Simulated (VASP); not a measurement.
A run of VASP 6.6.1 is set up as follows.

POSCAR

```
Ta
1.0
   -1.6522866616      1.6522866616      1.6522866616
    1.6522866616     -1.6522866616      1.6522866616
    1.6522866616      1.6522866616     -1.6522866616
Ta
1
Direct
    0.0000000000      0.0000000000      0.0000000000
```

INCAR.step1

```
PREC     = Accurate       # precision mode
ENCUT    = 520            # plane-wave cutoff, eV
ISMEAR   = 0              # smearing method
SIGMA    = 0.1            # smearing width, eV
LREAL    = F              # projectors in reciprocal space
LASPH    = T              # aspherical terms in the spheres
NELM     = 100            # most SCF steps
NBANDS   = 12             # bands
GGA      = PE             # functional
ALGO     = Normal         # electronic algorithm
EDIFF    = 1E-4           # SCF threshold, eV
LWAVE    = T              # write WAVECAR
LCHARG   = F              # write CHGCAR
```

INCAR.step2

```
PREC     = Accurate       # precision mode
ENCUT    = 520            # plane-wave cutoff, eV
EDIFF    = 1E-6           # SCF threshold, eV
ISMEAR   = 0              # smearing method
SIGMA    = 0.1            # smearing width, eV
LREAL    = F              # projectors in reciprocal space
LASPH    = T              # aspherical terms in the spheres
NELM     = 100            # most SCF steps
ALGO     = Normal         # electronic algorithm
ISIF     = 2              # what is computed and relaxed
LWAVE    = F              # write WAVECAR
LCHARG   = T              # write CHGCAR
METAGGA  = R2SCAN         # meta-GGA
LMIXTAU  = T            
LELF     = T              # ELF
LVHAR    = T            
NBANDS   = 12             # bands
ISTART   = 1
```

Contents of KPOINTS:

```
Automatic mesh
0
Gamma
  18 18 18
```

Potentials or basis: VASP PAW PBE potentials, release 64 (Ta_pv).

Run with:

```bash
$ cat potpaw_PBE.64/Ta_pv/POTCAR > POTCAR
$ cp INCAR.step1 INCAR
$ mpirun -np 1 vasp_std > vasp.out
$ cp INCAR.step2 INCAR
$ mpirun -np 1 vasp_std > vasp.out
```

Q: Predict the pressure.

A: 0.6 GPa.

Caveat: the PAW data sets were made with another functional, which shifts forces and pressure a little.
